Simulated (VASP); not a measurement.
## BeSe2: relaxation of cell and atoms with PBE

The system is BeSe2.

```xyz
6
Lattice="3.6940 0.0000 0.0000 0.0000 3.6940 0.0000 0.0000 0.0000 11.4721" Properties=species:S:1:pos:R:3 pbc="T T T"
Be    1.8470    1.8470    0.0000
Be    0.0000    0.0000    0.0000
Se    1.8470    0.0000   10.1394
Se    0.0000    1.8470    1.3327
Se    1.8470    1.8470    5.7361
Se    0.0000    0.0000    5.7361
```

```yaml
Program: VASP 6.6.1
Task: relaxation of cell and atoms
Functional: PBE
Potentials_or_basis: VASP PAW PBE potentials, release 64 (Be, Se)
Cutoff: 600 eV
k_mesh: 8 × 8 × 4
Occupations: gaussian, width 0.1 eV
Spin: no spin polarisation
Dipole_correction: no
Further_INCAR_settings: ALGO = Normal; EDIFF = 1e-06; IBRION = 2; EDIFFG = -0.01; NSW = 100; ISIF = 3
```

- Relaxed volume: 26.15 Å³/atom
- Relaxed cell: a = 3.697 Å, b = 3.697 Å, c = 11.482 Å, α = 90.00°, β = 90.00°, γ = 90.00°
- Space group after relaxing (to 0.05 Å): P4/nmm (No. 129)
- Energy gained by relaxing: 0.0 meV/atom
- Ionic steps: 2
- Pressure after relaxing: 0.0 GPa
- Largest force after relaxing: 0.010 eV/Å
- Band gap on the k mesh: zero (band 14 reaches 2.65 eV, above the bottom of band 15 at 0.50 eV)

Forces in eV/Å, atoms in the order of the input:
```
Be   0.000  0.000  0.000
Be   0.000  0.000  0.000
Se   0.000  0.000  0.010
Se   0.000  0.000 -0.010
Se   0.000  0.000  0.000
Se   0.000  0.000  0.000
```

Step by step:
| step | energy change (eV) | largest force (eV/Å) | pressure (GPa) | volume (Å³) |
| --- | --- | --- | --- | --- |
| 1 | 0.0000 | 0.0328 | 0.10 | 156.55 |
| 2 | -0.0001 | 0.0099 | -0.04 | 156.91 |

Final structure:
```cif
data_structure
_symmetry_space_group_name_H-M 'P 1'
_symmetry_Int_Tables_number 1
_cell_length_a 3.6967
_cell_length_b 3.6967
_cell_length_c 11.4821
_cell_angle_alpha 90.000
_cell_angle_beta 90.000
_cell_angle_gamma 90.000
_cell_volume 156.91
loop_
_atom_site_label
_atom_site_type_symbol
_atom_site_fract_x
_atom_site_fract_y
_atom_site_fract_z
_atom_site_occupancy
Be1 Be 0.50000 0.50000 0.00000 1
Be2 Be 0.00000 0.00000 0.00000 1
Se1 Se 0.50000 0.00000 0.88369 1
Se2 Se 0.00000 0.50000 0.11631 1
Se3 Se 0.50000 0.50000 0.50000 1
Se4 Se 0.00000 0.00000 0.50000 1
```

Levels at points of the mesh, in eV from the Fermi level:
```tsv
k point	band 11	band 12	band 13	band 14	band 15	band 16	band 17	band 18
(0.00, 0.00, 0.00)	-1.33	-0.53	-0.53	1.44	2.57	3.40	3.64	4.22
(0.50, 0.00, 0.00)	-1.53	-1.53	-1.49	-1.49	-0.70	-0.70	4.14	4.14
(0.50, 0.50, 0.00)	-3.00	-3.00	-1.06	-1.06	3.75	3.75	5.19	5.19
(0.00, 0.00, 0.50)	-1.43	-0.53	-0.53	1.44	2.56	3.40	4.22	4.23
(0.50, 0.00, 0.50)	-1.53	-1.53	-1.49	-1.49	-0.70	-0.70	4.12	4.12
(0.50, 0.50, 0.50)	-3.00	-3.00	-1.07	-1.07	3.70	3.70	5.28	5.28
```

It took 2.7 min on 1 thread of Intel(R) Xeon(R) Platinum 8375C CPU @ 2.90GHz (Ice Lake), on a shared host, peak memory 0.38 GiB.

Caveat: this functional lacks dispersion, which binds the layers, so the pressure and a relaxed spacing across them are unreliable.
